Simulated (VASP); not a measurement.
**LiSe2: single point with PBE+D3(BJ)**

The system is LiSe2.

```
Li Se
1.0
     3.73650    0.00000    0.00000
    -1.86825    3.23590    0.00000
     0.00000    0.00000    6.00376
Li Se
1 2
Direct
  0.00000 0.00000 0.50000
  0.33333 0.66667 0.75635
  0.66667 0.33333 0.24365
```

```json
{"Program": "VASP 6.6.1", "Task": "single point", "Functional": "PBE", "Dispersion": "D3(BJ)", "Potentials or basis": "VASP PAW PBE potentials, release 64 (Li_sv, Se)", "Cutoff": "520 eV", "k mesh": "6 × 6 × 4", "Occupations": "gaussian, width 0.1 eV", "Spin": "no spin polarisation"}
```

The largest force is 0.218 eV/Å. The dispersion energy per atom is -0.270 eV.

Forces in eV/Å, atoms in the order of the input:
```
Li   0.000  0.000  0.000
Se   0.000  0.000  0.218
Se   0.000  0.000 -0.218
```

Levels at points of the mesh, in eV from the Fermi level:
| k point | band 3 | band 4 | band 5 | band 6 | band 7 | band 8 | band 9 | band 10 | band 11 | band 12 |
| --- | --- | --- | --- | --- | --- | --- | --- | --- | --- | --- |
| (0.00, 0.00, 0.00) | -11.63 | -3.37 | 0.37 | 0.37 | 0.82 | 0.82 | 0.93 | 6.03 | 6.06 | 8.64 |
| (0.50, 0.00, 0.00) | -11.31 | -3.01 | -2.49 | -1.84 | -0.84 | -0.37 | 0.45 | 6.23 | 6.65 | 7.48 |
| (0.00, 0.00, 0.50) | -12.16 | -1.59 | -1.53 | 0.57 | 0.57 | 0.62 | 0.62 | 6.26 | 7.35 | 8.29 |
| (0.50, 0.00, 0.50) | -11.48 | -3.34 | -3.13 | -0.44 | -0.42 | -0.19 | -0.14 | 6.14 | 6.81 | 7.26 |

Wall time 28 s on 1 thread of Intel(R) Xeon(R) Platinum 8259CL CPU @ 2.50GHz (Skylake/Cascade Lake), with other jobs on the host, peak memory 0.2 GiB.
